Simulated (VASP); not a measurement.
# V (Fd-3m) in VASP: single point with PBE

Aim: the single point of V with PBE.

Everything below comes from runs of VASP 6.6.1. Logs are shortened: lines on timing, memory, paths and dates and some standing lists are left out, and cuts for length are marked.

### Step 1. The cell of the first run

The structure is cubic, space group Fd-3m (No. 227). Conventional cell: a = 5.327 Å, b = 5.327 Å, c = 5.327 Å, α = 90.00°, β = 90.00°, γ = 90.00°. V (site symmetry -43m) has 4 V at 2.31 Å within 3.0 Å.

### Step 2. Single point, PBE

INCAR reads:

```
SYSTEM = V
  PREC = Accurate
  ENCUT = 520
  EDIFF = 1E-6
  ISMEAR = -1
  SIGMA = 0.13605693000000002
  LREAL = .FALSE.
  LASPH = .TRUE.
  NELM = 80
  ALGO = Normal
  ISIF = 2
  LWAVE = .FALSE.
  LCHARG = .FALSE.
  GGA = PE
  NBANDS = 20
```

KPOINTS reads:

```
regular mesh
0
G
  9 9 9
  0 0 0
```

POSCAR reads:

```
V
1.0
    0.0000000000      2.6636650254      2.6636650254
    2.6636650254      0.0000000000      2.6636650254
    2.6636650254      2.6636650254      0.0000000000
V
2
Direct
    0.0000000000      0.0000000000      0.0000000000
    0.2500000000      0.2500000000      0.2500000000
```

Potentials or basis: VASP PAW PBE potentials, release 64 (V_sv).

Run with:

```
cat potpaw_PBE.64/V_sv/POTCAR > POTCAR
mpirun -np 1 vasp_std > vasp.out
```

OUTCAR:

```text
SYSTEM = V
   PREC = Accurate
   ENCUT = 520
   EDIFF = 1E-6
   ISMEAR = -1
   LREAL = .FALSE.
   LASPH = .TRUE.
   NELM = 80
   ISIF = 2
   GGA = PE

 ion  position               nearest neighbor table
   1  0.000  0.000  0.000-   2 2.31   2 2.31   2 2.31   2 2.31
   2  0.250  0.250  0.250-   1 2.31   1 2.31   1 2.31   1 2.31

  LATTYP: Found a face centered cubic cell.
 ALAT       =     5.3273300508

  Lattice vectors:

 A1 = (   0.0000000000,   2.6636650254,   2.6636650254)
 A2 = (   2.6636650254,   0.0000000000,   2.6636650254)
 A3 = (   2.6636650254,   2.6636650254,   0.0000000000)

Analysis of symmetry for initial positions (statically):
=====================================================================
 Subroutine PRICEL returns:
 Original cell was already a primitive cell.

 Routine SETGRP: Setting up the symmetry group for a
 face centered cubic supercell.

 Subroutine GETGRP returns: Found 48 space group operations
 (whereof 24 operations were pure point group operations)
 out of a pool of 48 trial point group operations.

The static configuration has the point symmetry T_d .
 The point group associated with its full space group is O_h .

Analysis of symmetry for dynamics (positions and initial velocities):
=====================================================================
 Subroutine PRICEL returns:
 Original cell was already a primitive cell.

 Routine SETGRP: Setting up the symmetry group for a
 face centered cubic supercell.

 Subroutine GETGRP returns: Found 48 space group operations
 (whereof 24 operations were pure point group operations)
 out of a pool of 48 trial point group operations.

The dynamic configuration has the point symmetry T_d .
 The point group associated with its full space group is O_h .

 Subroutine INISYM returns: Found 48 space group operations
 (whereof 24 operations are pure point group operations),
 and found     1 'primitive' translations

----------------------------------------------------------------------------------------

                                     Primitive cell

  volume of cell :      37.7980

  direct lattice vectors                    reciprocal lattice vectors
     0.000000000  2.663665025  2.663665025    -0.187711291  0.187711291  0.187711291
[... 74 lines left out ...]
   NGX,Y,Z   is equivalent  to a cutoff of  12.36, 12.36, 12.36 a.u.
   NGXF,Y,Z  is equivalent  to a cutoff of  24.71, 24.71, 24.71 a.u.
 SYSTEM =  V
   PREC   = accura    normal or accurate (medium, high low for compatibility)
   ISTART =      0    job   : 0-new  1-cont  2-samecut
   ICHARG =      2    charge: 1-file 2-atom 10-const
   ISPIN  =      1    spin polarized calculation?
   LNONCOLLINEAR =      F non collinear calculations
   LSORBIT =      F    spin-orbit coupling
   LASPH  =      T    aspherical Exc in radial PAW
   ENCUT  =  520.0 eV  38.22 Ry    6.18 a.u.   7.00  7.00  7.00*2*pi/ulx,y,z
   NELM   =     80;   NELMIN=  2; NELMDL= -5     # of ELM steps
   EDIFF  = 0.1E-05   stopping-criterion for ELM
   LREAL  =      F    real-space projection
   EDIFFG = 0.1E-04   stopping-criterion for IOM
   NSW    =      0    number of steps for IOM
   IBRION =     -1    ionic relax: 0-MD 1-quasi-New 2-CG
   NFREE  =      0    steps in history (QN), initial steepest desc. (CG)
   ISIF   =      2    stress and relaxation
   ISYM   =      2    0-nonsym 1-usesym 2-fastsym
   POTIM  = 0.5000    time-step for ionic-motion
   TEBEG  =    0.0;   TEEND  =   0.0 temperature during run
   PSTRESS=    0.0 pullay stress
   NELECT =      26.0000    total number of electrons
   NUPDOWN=      -1.0000    fix difference up-down
   EMIN   =  10.00;   EMAX   =-10.00  energy-range for DOS
   EFERMI =   0.00;   METHOD = LEGACY
   ISMEAR =    -1;   SIGMA  =   0.14  broadening in eV -4-tet -1-fermi 0-gaus
   EFERMI_NEDOS =   21; number of points for ismear=-14 and -15
   IALGO  =     38    algorithm
   IMIX   =      4    mixing-type and parameters
     AMIX     =   0.40;   BMIX     =  1.00
     AMIX_MAG =   1.60;   BMIX_MAG =  1.00
  volume/ion in A,a.u.               =      18.90       127.54
  Fermi-wavevector in a.u.,A,eV,Ry     =   1.445139  2.730917 28.414777  2.088427
  Thomas-Fermi vector in A             =   2.563355
   LORBIT       =      0    0 simple, 1 ext, 2 COOP (PROOUT), +10 PAW based schemes
   GGA     = PE    functional components
   LHFCALC =     F    Hartree Fock is set to
   AEXX    =    0.0000 exact exchange contribution
   IVDW    =     0    specifies the selected vdW correction
   LEPSILON=     F    determine dielectric tensor
   LRPA    =     F    only Hartree local field effects (RPA)
 non-spin polarized calculation
  energy-cutoff  :      520.00
  volume of cell :       37.80
 maximum number of plane-waves:      1030
   NGX = 13   NGY = 13   NGZ = 13

 number of electron      26.0000008 magnetization

 Free energy of the ion-electron system (eV)
  ---------------------------------------------------
  ext. energy  EPLUGINS =         0.00000000
  ---------------------------------------------------
  free energy    TOTEN  =       -13.35024362 eV

  energy without entropy =      -13.03115020  energy(sigma->0) =      -13.19069691

 E-fermi :   6.0608     XC(G=0): -10.8058

 val. band max:        6.0448200170   @ k =   0.4444   0.1111   0.0000
 cond. band min:       6.0651569612   @ k =  -0.3333   0.1111   0.0000
 fundamental gap:      0.0203369442
 Fermi energy:         6.0608094061

 k-point     1 :       0.0000    0.0000    0.0000
  band No.  band energies     occupation
      1     -57.6375      2.00000
      2     -57.0516      2.00000
      3     -31.6872      2.00000
      4     -31.6872      2.00000
      5     -31.6872      2.00000
      6     -30.8756      2.00000
[... 541 lines left out ...]
     19      10.0727      0.00000
     20      11.0786      0.00000

 [... further k-points ...]
[... 5 lines left out ...]
  --------------------------------------------------------------------------------------
  -------------------------------------------------------------------------------------
  Total        0.1003579      0.1003579      0.1003579     -0.0000000      0.0000000     -0.0000000
  in kB        4.2539592      4.2539592      4.2539592     -0.0000000      0.0000000     -0.0000000
  external PRESSURE =       4.2539592 kB  Pullay stress =       0.0000000 kB

 VOLUME and BASIS-vectors are now :
 -----------------------------------------------------------------------------
  energy-cutoff  :      520.00
  volume of cell :       37.80
      direct lattice vectors                 reciprocal lattice vectors
     0.000000000  2.663665025  2.663665025    -0.187711291  0.187711291  0.187711291
     2.663665025  0.000000000  2.663665025     0.187711291 -0.187711291  0.187711291
     2.663665025  2.663665025  0.000000000     0.187711291  0.187711291 -0.187711291

 POSITION                                       TOTAL-FORCE (eV/Angst)
 -----------------------------------------------------------------------------------
      0.00000      0.00000      0.00000        -0.000000     -0.000000     -0.000000
      1.33183      1.33183      1.33183         0.000000      0.000000      0.000000
 -----------------------------------------------------------------------------------
    total drift:                                0.000000      0.000000      0.000000

  FREE ENERGIE OF THE ION-ELECTRON SYSTEM (eV)
  ---------------------------------------------------
  free  energy   TOTEN  =       -13.3502436197 eV

  energy  without entropy=      -13.0311502031  energy(sigma->0) =      -13.19069691
```

OSZICAR:

```text
N       E                     dE             d eps       ncg     rms          rms(c)
DAV:   1     0.305660827262E+03    0.30566E+03   -0.15286E+04  1408   0.143E+03
DAV:   2    -0.568780263336E+01   -0.31135E+03   -0.30646E+03  1436   0.467E+02
DAV:   3    -0.141047356209E+02   -0.84169E+01   -0.82134E+01  1652   0.904E+01
DAV:   4    -0.141968481351E+02   -0.92113E-01   -0.91729E-01  1496   0.943E+00
DAV:   5    -0.141981177821E+02   -0.12696E-02   -0.12694E-02  1600   0.113E+00    0.172E+01
DAV:   6    -0.133667098782E+02    0.83141E+00   -0.64164E+00  1600   0.210E+01    0.357E+00
DAV:   7    -0.133493157859E+02    0.17394E-01   -0.18440E-01  1544   0.424E+00    0.308E+00
DAV:   8    -0.133502978616E+02   -0.98208E-03   -0.55949E-03  1532   0.802E-01    0.102E-01
DAV:   9    -0.133502434189E+02    0.54443E-04   -0.33086E-04  1568   0.198E-01    0.352E-02
DAV:  10    -0.133502438393E+02   -0.42041E-06   -0.36910E-05  1568   0.422E-02    0.688E-03
DAV:  11    -0.133502436197E+02    0.21963E-06   -0.40160E-07   860   0.717E-03
   1 F= -.13350244E+02 E0= -.13190697E+02  d E =-.319093E+00
```

It took 9.8 s on 1 thread of Intel Xeon 6975P-C (Granite Rapids), shared host; peak memory 0.16 GiB.

What came out:

- Free energy: -13.3502 eV
- Pressure: 0.4 GPa
- Band gap on the k mesh: zero (band 13 reaches 6.29 eV, above the bottom of band 14 at 5.52 eV)
